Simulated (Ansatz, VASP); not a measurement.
One calculation of WS2, two programs

```
CELL_PARAMETERS angstrom
1.56506 0.90359 6.05603
-1.56506 0.90359 6.05603
0.00000 -1.80718 6.05603
ATOMIC_POSITIONS crystal
W 0.00066 0.00066 0.00066
S 0.24815 0.24815 0.24815
S 0.41989 0.41989 0.41989
```

Alike in both runs: functional LDA; k mesh 12 × 12 × 12; occupations gaussian, width 0.02 eV; no spin polarisation.

Ansatz relaxed the structure, and its values are those at the end. VASP's run is a single point on that final structure, the one shown.

```csv
,VASP,Ansatz
version,VASP 6.6.1,Ansatz 0.2.0
potentials or method,"VASP PAW LDA potentials, release 64 (W_sv, S), cutoff 520 eV","scalar-relativistic, plane waves, PAW"
valence electrons in the cell,26,26
```

```csv
,VASP,Ansatz,Ansatz less VASP
gap on the k mesh at the Fermi level (eV),0.88,0.87,-0.011
least direct gap on the mesh (eV),1.98,1.96,-0.012
pressure (GPa),0.4,0.0,-0.40
rms of the force components (eV/Å),0.022,0.000,-0.0222
```

LDA's correlation is that of Perdew and Zunger in VASP and of Perdew and Wang (1992) in Ansatz.

Spin-orbit coupling is off throughout.
